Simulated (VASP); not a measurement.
# H (Cmce) in VASP: a series of runs

H is run at these levels: LDA; tasks: single point.

Program: VASP 6.6.1. These are calculated values, not measurements. Logs are shortened: lines on timing, memory, paths and dates and some standing lists are left out, and cuts for length are marked.

### 1 The cell of the first run

It takes space group Cmce (No. 64, orthorhombic). The conventional cell has a = 5.247 Å, b = 5.134 Å, c = 4.142 Å, α = 90.00°, β = 90.00°, γ = 90.00°. H (site symmetry m) has 1 H at 0.74 Å within 1.0 Å.

### 2 Single point, LDA

INCAR

```
SYSTEM = H
ALGO     = Normal         ! electronic algorithm
EDIFF    = 1E-6           ! SCF threshold, eV
ENCUT    = 520            ! plane-wave cutoff, eV
GGA      = CA             ! functional
ISIF     = 2              ! what is computed and relaxed
ISMEAR   = 0              ! smearing method
LASPH    = .True.         ! aspherical terms in the spheres
LCHARG   = .False.        ! write CHGCAR
LREAL    = .False.        ! projectors in reciprocal space
LWAVE    = .False.        ! write WAVECAR
NBANDS   = 10             ! bands
NELM     = 60             ! most SCF steps
PREC     = Accurate       ! precision mode
SIGMA    = 0.05           ! smearing width, eV
```

KPOINTS

```
k-points
0
Gamma
  6 6 6
  0 0 0
```

POSCAR

```
H
1.0
    2.6234813799     -2.5669048168      0.0000000000
    2.6234813799      2.5669048168      0.0000000000
    0.0000000000      0.0000000000      4.1418180000
H
4
Direct
    0.9532956300      0.0467043700      0.0685088900
    0.4532956300      0.5467043700      0.4314911100
    0.5467043700      0.4532956300      0.5685088900
    0.0467043700      0.9532956300      0.9314911100
```

Potentials or basis: VASP PAW LDA potentials, release 64 (H).

Started as:

```console
$ cat potpaw_LDA.64/H/POTCAR > POTCAR
$ mpirun -np 1 vasp_std > vasp.out
```

OUTCAR:

```text
SYSTEM = H
   EDIFF = 1E-6
   ENCUT = 520
   GGA = CA
   ISIF = 2
   ISMEAR = 0
   LASPH = .True.
   LREAL = .False.
   NELM = 60
   PREC = Accurate

 ion  position               nearest neighbor table
   1  0.953  0.047  0.069-   4 0.74
   2  0.453  0.547  0.431-   3 0.74
   3  0.547  0.453  0.569-   2 0.74
   4  0.047  0.953  0.931-   1 0.74

  LATTYP: Found a base centered orthorhombic cell.
 ALAT       =     5.1338096336
 B/A-ratio  =     1.0220407717
 C/A-ratio  =     0.8067728053

  Lattice vectors:

 A1 = (  -2.6234813799,  -2.5669048168,   0.0000000000)
 A2 = (   2.6234813799,  -2.5669048168,   0.0000000000)
 A3 = (   0.0000000000,   0.0000000000,   4.1418180000)

Analysis of symmetry for initial positions (statically):
=====================================================================
 Subroutine PRICEL returns:
 Original cell was already a primitive cell.

 Routine SETGRP: Setting up the symmetry group for a
 base centered orthorhombic supercell.

 Subroutine GETGRP returns: Found  8 space group operations
 (whereof  4 operations were pure point group operations)
 out of a pool of  8 trial point group operations.

The static configuration has the point symmetry C_2h.
 The point group associated with its full space group is D_2h.

Analysis of symmetry for dynamics (positions and initial velocities):
=====================================================================
 Subroutine PRICEL returns:
 Original cell was already a primitive cell.

 Routine SETGRP: Setting up the symmetry group for a
 base centered orthorhombic supercell.

 Subroutine GETGRP returns: Found  8 space group operations
 (whereof  4 operations were pure point group operations)
 out of a pool of  8 trial point group operations.

The dynamic configuration has the point symmetry C_2h.
 The point group associated with its full space group is D_2h.

 Subroutine INISYM returns: Found  8 space group operations
 (whereof  4 operations are pure point group operations),
 and found     1 'primitive' translations

----------------------------------------------------------------------------------------

                                     Primitive cell

  volume of cell :      55.7839

  direct lattice vectors                    reciprocal lattice vectors
     2.623481380 -2.566904817  0.000000000     0.190586449 -0.194787121  0.000000000
     2.623481380  2.566904817  0.000000000     0.190586449  0.194787121  0.000000000
     0.000000000  0.000000000  4.141818000     0.000000000  0.000000000  0.241439870

  length of vectors
     3.670375306  3.670375306  4.141818000     0.272516453  0.272516453  0.241439870

  position of ions in fractional coordinates (direct lattice)
     0.953295630  0.046704370  0.068508890
     0.453295630  0.546704370  0.431491110
     0.546704370  0.453295630  0.568508890
     0.046704370  0.953295630  0.931491110

  ion indices of the primitive-cell ions
   primitive index   ion index
                 1           1
                 2           2
                 3           3
                 4           4

----------------------------------------------------------------------------------------

 KPOINTS: k-points

Automatic generation of k-mesh.
 Grid dimensions read from file:
 generate k-points for:    6    6    6

 Generating k-lattice:

  Cartesian coordinates                     Fractional coordinates (reciprocal lattice)
     0.031764408 -0.032464520  0.000000000     0.166666667  0.000000000  0.000000000
     0.031764408  0.032464520  0.000000000     0.000000000  0.166666667  0.000000000
     0.000000000  0.000000000  0.040239978     0.000000000  0.000000000  0.166666667

  Length of vectors
     0.045419409  0.045419409  0.040239978

  Shift w.r.t. Gamma in fractional coordinates (k-lattice)
     0.000000000  0.000000000  0.000000000

 Subroutine IBZKPT returns following result:
 ===========================================

 Found     52 irreducible k-points:

 Following reciprocal coordinates:
            Coordinates               Weight
  0.000000  0.000000  0.000000      1.000000
  0.166667  0.000000  0.000000      4.000000
  0.333333 -0.000000  0.000000      4.000000
  0.500000 -0.000000  0.000000      2.000000
  0.166667  0.166667  0.000000      2.000000
  0.333333  0.166667  0.000000      4.000000
[... 16 lines left out ...]
  0.333333  0.333333  0.166667      4.000000
  0.500000  0.333333  0.166667      8.000000
 [... further k-points ...]
   k-points           NKPTS =     52   k-points in BZ     NKDIM =     52   number of bands    NBANDS=     10
   number of dos      NEDOS =    301   number of ions     NIONS =      4
   total plane-waves  NPLWV =  25088
   dimension x,y,z NGX =    28 NGY =   28 NGZ =   32
   dimension x,y,z NGXF=    56 NGYF=   56 NGZF=   64
   ions per type =               4
   NGX,Y,Z   is equivalent  to a cutoff of  12.68, 12.68, 12.84 a.u.
   NGXF,Y,Z  is equivalent  to a cutoff of  25.36, 25.36, 25.69 a.u.
 SYSTEM =  H
   PREC   = accura    normal or accurate (medium, high low for compatibility)
   ISTART =      0    job   : 0-new  1-cont  2-samecut
   ICHARG =      2    charge: 1-file 2-atom 10-const
   ISPIN  =      1    spin polarized calculation?
   LNONCOLLINEAR =      F non collinear calculations
   LSORBIT =      F    spin-orbit coupling
   LASPH  =      T    aspherical Exc in radial PAW
   ENCUT  =  520.0 eV  38.22 Ry    6.18 a.u.   6.82  6.82  7.70*2*pi/ulx,y,z
   NELM   =     60;   NELMIN=  2; NELMDL= -5     # of ELM steps
   EDIFF  = 0.1E-05   stopping-criterion for ELM
   LREAL  =      F    real-space projection
[... 7 lines left out ...]
   TEBEG  =    0.0;   TEEND  =   0.0 temperature during run
   PSTRESS=    0.0 pullay stress
   NELECT =       4.0000    total number of electrons
   NUPDOWN=      -1.0000    fix difference up-down
   EMIN   =  10.00;   EMAX   =-10.00  energy-range for DOS
   EFERMI =   0.00;   METHOD = LEGACY
   ISMEAR =     0;   SIGMA  =   0.05  broadening in eV -4-tet -1-fermi 0-gaus
   EFERMI_NEDOS =   21; number of points for ismear=-14 and -15
   IALGO  =     38    algorithm
   IMIX   =      4    mixing-type and parameters
     AMIX     =   0.40;   BMIX     =  1.00
     AMIX_MAG =   1.60;   BMIX_MAG =  1.00
  volume/ion in A,a.u.               =      13.95        94.11
  Fermi-wavevector in a.u.,A,eV,Ry     =   0.680130  1.285259  6.293739  0.462577
  Thomas-Fermi vector in A             =   1.758530
   LORBIT       =      0    0 simple, 1 ext, 2 COOP (PROOUT), +10 PAW based schemes
   GGA     = CA    functional components
   LHFCALC =     F    Hartree Fock is set to
   AEXX    =    0.0000 exact exchange contribution
   IVDW    =     0    specifies the selected vdW correction
   LEPSILON=     F    determine dielectric tensor
   LRPA    =     F    only Hartree local field effects (RPA)
 non-spin polarized calculation
 Gauss-broadening in eV      SIGMA  =   0.05
  energy-cutoff  :      520.00
  volume of cell :       55.78
 maximum number of plane-waves:      1516
   NGX = 13   NGY = 13   NGZ = 15

 number of electron       4.0000002 magnetization

 Free energy of the ion-electron system (eV)
  ---------------------------------------------------
  ext. energy  EPLUGINS =         0.00000000
  ---------------------------------------------------
  free energy    TOTEN  =       -13.50085747 eV

  energy without entropy =      -13.50085747  energy(sigma->0) =      -13.50085747

 E-fermi :  -8.2510     XC(G=0):  -5.4193

 val. band max:       -8.4495609422   @ k =   0.0000   0.0000   0.0000
 cond. band min:       0.2396474275   @ k =   0.5000  -0.0000   0.5000
 fundamental gap:      8.6892083697
 Fermi energy:        -8.2510006354

 k-point     1 :       0.0000    0.0000    0.0000
  band No.  band energies     occupation
      1     -10.3922      2.00000
      2      -8.4496      2.00000
      3       2.4952      0.00000
      4       3.7317      0.00000
      5       4.3129      0.00000
      6       6.2571      0.00000
      7       6.3855      0.00000
      8       7.8436      0.00000
      9      10.2670      0.00000
     10      11.0730      0.00000

 k-point     2 :       0.1667    0.0000    0.0000
  band No.  band energies     occupation
      1     -10.2368      2.00000
      2      -8.5275      2.00000
      3       2.6132      0.00000
      4       3.3812      0.00000
      5       3.5006      0.00000
      6       5.6468      0.00000
      7       7.0517      0.00000
      8       9.1460      0.00000
      9      10.4764      0.00000
     10      10.9359      0.00000

 k-point     3 :       0.3333   -0.0000    0.0000
  band No.  band energies     occupation
      1      -9.8167      2.00000
      2      -8.7971      2.00000
      3       2.1776      0.00000
      4       2.2674      0.00000
      5       3.8760      0.00000
      6       5.8728      0.00000
      7       7.7835      0.00000
      8       8.1890      0.00000
      9       9.8396      0.00000
     10      11.5539      0.00000

 k-point     4 :       0.5000   -0.0000    0.0000
  band No.  band energies     occupation
      1      -9.2706      2.00000
      2      -9.2706      2.00000
      3       1.8526      0.00000
      4       1.8526      0.00000
      5       5.0284      0.00000
      6       5.0284      0.00000
      7       8.3268      0.00000
      8       8.3268      0.00000
      9       9.5708      0.00000
     10       9.5708      0.00000
[... 222 lines left out ...]
 k-point    22 :      -0.1667    0.1667    0.1667
  band No.  band energies     occupation
      1      -9.9651      2.00000
      2      -8.6843      2.00000
      3       1.8267      0.00000
      4       2.4490      0.00000
      5       4.0576      0.00000
      6       5.4684      0.00000
      7       8.2890      0.00000
      8       9.7138      0.00000
      9      10.2102      0.00000
     10      11.0306      0.00000

 k-point    23 :       0.3333    0.3333    0.1667
  band No.  band energies     occupation
      1      -9.3880      2.00000
      2      -8.7987      2.00000
      3       1.2599      0.00000
      4       1.9959      0.00000
      5       2.9926      0.00000
      6       6.1905      0.00000
      7       6.5516      0.00000
      8       8.1615      0.00000
      9       9.8735      0.00000
     10       9.8808      0.00000

 k-point    24 :       0.5000    0.3333    0.1667
  band No.  band energies     occupation
      1      -9.0990      2.00000
      2      -8.9647      2.00000
      3       0.9592      0.00000
      4       1.7525      0.00000
      5       3.7371      0.00000
      6       4.9362      0.00000
      7       7.2137      0.00000
      8       8.3491      0.00000
      9       8.7762      0.00000
     10       9.2026      0.00000

 [... further k-points ...]

------------------------ aborting loop because EDIFF is reached ----------------------------------------

  FORCE on cell =-STRESS in cart. coord.  units (eV):
  Direction    XX          YY          ZZ          XY          YZ          ZX
  --------------------------------------------------------------------------------------
  -------------------------------------------------------------------------------------
  Total       -0.2426611      0.2889282      0.5464017      0.0000000      0.0000000      0.0000000
  in kB       -6.9695072      8.2983491     15.6932844      0.0000000      0.0000000      0.0000000
  external PRESSURE =       5.6740421 kB  Pullay stress =       0.0000000 kB

 VOLUME and BASIS-vectors are now :
 -----------------------------------------------------------------------------
  energy-cutoff  :      520.00
  volume of cell :       55.78
      direct lattice vectors                 reciprocal lattice vectors
     2.623481380 -2.566904817  0.000000000     0.190586449 -0.194787121  0.000000000
     2.623481380  2.566904817  0.000000000     0.190586449  0.194787121  0.000000000
     0.000000000  0.000000000  4.141818000     0.000000000  0.000000000  0.241439870

 POSITION                                       TOTAL-FORCE (eV/Angst)
 -----------------------------------------------------------------------------------
      2.62348     -2.32713      0.28375         0.000000      0.596079      0.705322
      2.62348      0.23977      1.78716         0.000000      0.596079     -0.705322
      2.62348     -0.23977      2.35466         0.000000     -0.596079      0.705322
      2.62348      2.32713      3.85807         0.000000     -0.596079     -0.705322
 -----------------------------------------------------------------------------------
    total drift:                                0.000000     -0.000000      0.000000

  FREE ENERGIE OF THE ION-ELECTRON SYSTEM (eV)
  ---------------------------------------------------
  free  energy   TOTEN  =       -13.5008574694 eV

  energy  without entropy=      -13.5008574693  energy(sigma->0) =      -13.50085747
```

Run time: 25 s. Hardware: 1 thread of Intel Xeon 8259CL, shared host; peak memory 0.14 GiB.

What came out:

| Item | Value |
| --- | --- |
| Free energy | -13.5009 eV |
| Pressure | 0.6 GPa |
| Largest force | 0.923 eV/Å |
| Band gap on the k mesh | 8.69 eV (least direct gap 9.35 eV) |

Forces on the atoms (eV/Å):
```
H    0.000  0.596  0.705
H    0.000  0.596 -0.705
H    0.000 -0.596  0.705
H    0.000 -0.596 -0.705
```

A k mesh can miss the band edges.

### 3 Single point, LDA

INCAR

```
ALGO = Normal
EDIFF = 1E-7
ENCUT = 520
GGA = CA
ISIF = 2
ISMEAR = 0
LASPH = True
LCHARG = True
LELF = True
LREAL = False
LVHAR = True
LWAVE = False
NBANDS = 10
NELM = 60
PREC = Accurate
SIGMA = 0.05
```

KPOINTS

```
k-points
0
Gamma
  8 8 6
```

POSCAR is that of step 2.

Potentials or basis: VASP PAW LDA potentials, release 64 (H).

Started as:

```console
$ cat potpaw_LDA.64/H/POTCAR > POTCAR
$ mpirun -np 1 vasp_std > vasp.out
```

Run time: 42 s. Hardware: 1 thread of Intel Xeon 8259CL, shared host; peak memory 0.16 GiB.

The run converged. Its results:

| Quantity | Value |
| --- | --- |
| Free energy | -13.5008 eV |
| Pressure | 0.6 GPa |
| Largest force | 0.923 eV/Å |
| Band gap on the k mesh | 8.69 eV (least direct gap 9.35 eV) |

Forces on the atoms (eV/Å):
```
H    0.000  0.596  0.705
H    0.000  0.596 -0.705
H    0.000 -0.596  0.705
H    0.000 -0.596 -0.705
```

Stress tensor (GPa, compression positive):
```
-0.70  0.00  0.00
 0.00  0.83  0.00
 0.00  0.00  1.57
```

Levels at points of the mesh, in eV from the valence-band top:
```csv
k point,band 1,band 2,band 3,band 4,band 5
"(0.00, 0.00, 0.00)",-1.94,0.00,10.94,12.18,12.76
"(0.50, 0.00, 0.00)",-0.82,-0.82,10.30,10.30,13.48
"(0.50, 0.50, 0.00)",-0.63,-0.45,9.05,9.79,13.88
"(0.00, 0.00, 0.50)",-0.98,-0.98,10.02,10.02,15.21
"(0.50, 0.00, 0.50)",-0.66,-0.66,8.69,8.69,15.33
"(0.50, 0.50, 0.50)",-0.43,-0.43,10.54,10.54,11.96
```
